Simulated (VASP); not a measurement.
# Zn in VASP: a series of runs, part 2 of 2

VASP 6.6.1.

### 3 Single point, PBEsol (normal strain along x +0.0400, normal strain along z +0.0400)

INCAR

```
PREC = Accurate ; ENCUT = 520
EDIFF = 1E-6 ; ISMEAR = 0
SIGMA = 0.15 ; LREAL = False
LASPH = True ; NELM = 60
ALGO = Fast ; ISIF = 2
LWAVE = False ; LCHARG = False
GGA = PS ; NBANDS = 12
```

KPOINTS

```
Automatic mesh
0
Gamma
  20 20 20
```

POSCAR

```
Zn
1.0
   -1.5912774814      1.5300745013      1.5912774814
    1.5912774814     -1.5300745013      1.5912774814
    1.5912774814      1.5300745013     -1.5912774814
Zn
1
Direct
    0.0000000000      0.0000000000      0.0000000000
```

Potentials or basis: VASP PAW PBE potentials, release 64 (Zn).

The run is started by

```console
$ cat potpaw_PBE.64/Zn/POTCAR > POTCAR
$ mpirun -np 1 vasp_std > vasp.out
```

OUTCAR:

```text
PREC = Accurate
   ENCUT = 520
   EDIFF = 1E-6
   ISMEAR = 0
   LREAL = False
   LASPH = True
   NELM = 60
   ISIF = 2
   GGA = PS

 ion  position               nearest neighbor table
   1  0.000  0.000  0.000-

  LATTYP: Found a body centered tetragonal cell.
 ALAT       =     3.1825549628
 C/A-ratio  =     0.9615384615

  Lattice vectors:

 A1 = (  -1.5912774814,  -1.5300745013,   1.5912774814)
 A2 = (   1.5912774814,  -1.5300745013,  -1.5912774814)
 A3 = (   1.5912774814,   1.5300745013,   1.5912774814)
[... 539 lines left out ...]
     12      26.7143      0.00000

 [... further k-points ...]

------------------------ aborting loop because EDIFF is reached ----------------------------------------

  FORCE on cell =-STRESS in cart. coord.  units (eV):
  Direction    XX          YY          ZZ          XY          YZ          ZX
  --------------------------------------------------------------------------------------
  -------------------------------------------------------------------------------------
  Total       -0.4375595     -0.6109067     -0.4375595      0.0000000      0.0000000      0.0000000
  in kB      -45.2359108    -63.1569398    -45.2359108      0.0000000      0.0000000      0.0000000
  external PRESSURE =     -51.2095872 kB  Pullay stress =       0.0000000 kB

 VOLUME and BASIS-vectors are now :
 -----------------------------------------------------------------------------
  energy-cutoff  :      520.00
  volume of cell :       15.50
      direct lattice vectors                 reciprocal lattice vectors
    -1.591277481  1.530074501  1.591277481     0.000000000  0.326781473  0.314212955
     1.591277481 -1.530074501  1.591277481     0.314212955  0.000000000  0.314212955
     1.591277481  1.530074501 -1.591277481     0.314212955  0.326781473  0.000000000

 POSITION                                       TOTAL-FORCE (eV/Angst)
 -----------------------------------------------------------------------------------
      0.00000      0.00000      0.00000         0.000000     -0.000000      0.000000
 -----------------------------------------------------------------------------------
    total drift:                                0.000000     -0.000000      0.000000

  FREE ENERGIE OF THE ION-ELECTRON SYSTEM (eV)
  ---------------------------------------------------
  free  energy   TOTEN  =        -1.4780004762 eV

  energy  without entropy=       -1.4745659063  energy(sigma->0) =       -1.47628319
```

OSZICAR:

```text
N       E                     dE             d eps       ncg     rms          rms(c)
DAV:   1     0.423603111400E+02    0.42360E+02   -0.65880E+03 15924   0.157E+03
DAV:   2    -0.321065408229E+00   -0.42681E+02   -0.40029E+02 15956   0.214E+02
DAV:   3    -0.160473583860E+01   -0.12837E+01   -0.12815E+01 17608   0.367E+01
DAV:   4    -0.160783386473E+01   -0.30980E-02   -0.30979E-02 16940   0.175E+00
DAV:   5    -0.160783617845E+01   -0.23137E-05   -0.23136E-05 17420   0.468E-02    0.278E+00
RMM:   6    -0.148714545513E+01    0.12069E+00   -0.30643E-01 18784   0.741E+00    0.217E+00
RMM:   7    -0.148134847528E+01    0.57970E-02   -0.97953E-03 19527   0.152E+00    0.105E+00
RMM:   8    -0.147805119077E+01    0.32973E-02   -0.17392E-03 18426   0.380E-01    0.641E-02
RMM:   9    -0.147801016449E+01    0.41026E-04   -0.49611E-04 19964   0.347E-01    0.609E-02
RMM:  10    -0.147800041946E+01    0.97450E-05   -0.32029E-05 19647   0.668E-02    0.504E-03
RMM:  11    -0.147800047619E+01   -0.56736E-07   -0.25952E-06 15049   0.182E-02
   1 F= -.14780005E+01 E0= -.14762832E+01  d E =-.343457E-02
```

stdout:

```text
POSCAR found type information on POSCAR Zn
 POSCAR found :  1 types and       1 ions
 scaLAPACK will be used
 -----------------------------------------------------------------------------
|                                                                             |
|                                                                             |
|     You enforced a specific xc type in the INCAR file but a different       |
|     I HOPE YOU KNOW WHAT YOU ARE DOING!                                     |
|                                                                             |
 -----------------------------------------------------------------------------

 LDA part: xc-table for (Slater+PW92), standard interpolation
 POSCAR, INCAR and KPOINTS ok, starting setup
 FFT: planning ... GRIDC
 FFT: planning ... GRID_SOFT
 FFT: planning ... GRID
 WAVECAR not read
 entering main loop
WARNING in EDDRMM: call to ZHEGV failed, returncode =   8  4      9
WARNING in EDDRMM: call to ZHEGV failed, returncode =   6  3     11
```

Wall time 39 s (1 thread of Intel Xeon 6975P-C (Granite Rapids), shared host); peak memory 0.21 GiB.

What came out:

| Property | Result |
| --- | --- |
| Free energy | -1.4780 eV |
| Pressure | -5.1 GPa |
| Band gap on the k mesh | zero (band 6 reaches 6.66 eV, above the bottom of band 7 at 1.63 eV) |

Stress tensor (GPa, compression positive):
```
-4.52  0.00  0.00
 0.00 -6.32  0.00
 0.00  0.00 -4.52
```

Levels at points of the mesh, in eV from the Fermi level:
```
           k point  band 3  band 4  band 5  band 6  band 7  band 8  band 9  band 10
(0.00, 0.00, 0.00)   -7.68   -7.68   -7.25   -7.18   18.53   18.53   19.28    20.66
(0.50, 0.00, 0.00)   -7.23   -7.15   -6.88   -2.57   -0.86   10.95   12.31    14.95
(0.00, 0.50, 0.00)   -7.29   -7.20   -6.89   -2.78   -1.26   11.81   13.31    15.83
(0.50, 0.50, 0.50)   -6.97   -6.97   -6.95    3.77    3.77    4.97    7.12     8.22
```

Caveat: the cell differs from its parent crystal (normal strain along x +0.0400, normal strain along z +0.0400); the PAW data sets were made with another functional, which shifts forces and pressure a little.

### 4 Single point, PBEsol (normal strain along x -0.0400, normal strain along z -0.0300)

INCAR

```
  PREC = Accurate
  ENCUT = 520
  EDIFF = 1E-7
  ISMEAR = 0
  SIGMA = 0.15
  LREAL = F
  LASPH = T
  NELM = 80
  ALGO = Fast
  ISIF = 2
  LWAVE = F
  LCHARG = F
  GGA = PS
  NBANDS = 12
```

KPOINTS is that of step 3.

POSCAR

```
Zn
1.0
   -1.4688715212      1.5300745013      1.4841722663
    1.4688715212     -1.5300745013      1.4841722663
    1.4688715212      1.5300745013     -1.4841722663
Zn
1
Direct
    0.0000000000      0.0000000000      0.0000000000
```

The run is started by

```console
$ cat potpaw_PBE.64/Zn/POTCAR > POTCAR
$ mpirun -np 1 vasp_std > vasp.out
```

Run time: 62 s. Hardware: 1 thread of Intel Xeon 6975P-C (Granite Rapids), shared host; peak memory 0.28 GiB.

It converged, with:

```
Free energy            : -1.4754 eV
Pressure               : 7.5 GPa
Band gap on the k mesh : zero (band 6 reaches 7.80 eV, above the bottom of band 7 at 3.15 eV)
```

Stress tensor (GPa, compression positive):
```
6.68 0.00 0.00
0.00 8.72 0.00
0.00 0.00 7.09
```

Levels at points of the mesh, in eV from the Fermi level:
```
           k point  band 3  band 4  band 5  band 6  band 7  band 8  band 9  band 10
(0.00, 0.00, 0.00)   -8.35   -8.28   -7.73   -7.65   20.91   21.03   21.39    21.49
(0.50, 0.00, 0.00)   -7.77   -7.65   -7.26   -3.55   -1.04   12.81   14.01    16.81
(0.00, 0.50, 0.00)   -7.67   -7.61   -7.25   -3.29   -0.60   11.80   12.90    15.84
(0.50, 0.50, 0.00)   -7.76   -7.62   -7.26   -3.48   -0.92   12.55   13.72    16.56
(0.50, 0.50, 0.50)   -7.37   -7.35   -7.35    3.49    4.50    4.86    8.20     9.23
```

Caveat: the cell differs from its parent crystal (normal strain along x -0.0400, normal strain along z -0.0300); the PAW data sets were made with another functional, which shifts forces and pressure a little.

### 5 Summary

| cell | gap on the mesh (eV) | pressure (GPa) |
| --- | --- | --- |
| a = 2.703 Å, angles 108.7, 111.1, 108.7°, 1 atom | none | -3.9 |
| a = 2.721 Å, angles 108.4, 111.6, 108.4°, 1 atom | none | -5.1 |
| a = 2.589 Å, angles 110.9, 107.5, 110.0°, 1 atom | none | 7.5 |

Alike in all rows: task single point; level PBEsol; potentials or basis VASP PAW PBE potentials, release 64 (Zn); no spin polarisation; k mesh 20 × 20 × 20; cutoff (eV) 520; smearing gaussian 0.15 eV.

Caveats: the PAW data sets were made with another functional, which shifts forces and pressure a little.

Absolute energies hang on the potentials; compare differences alone.
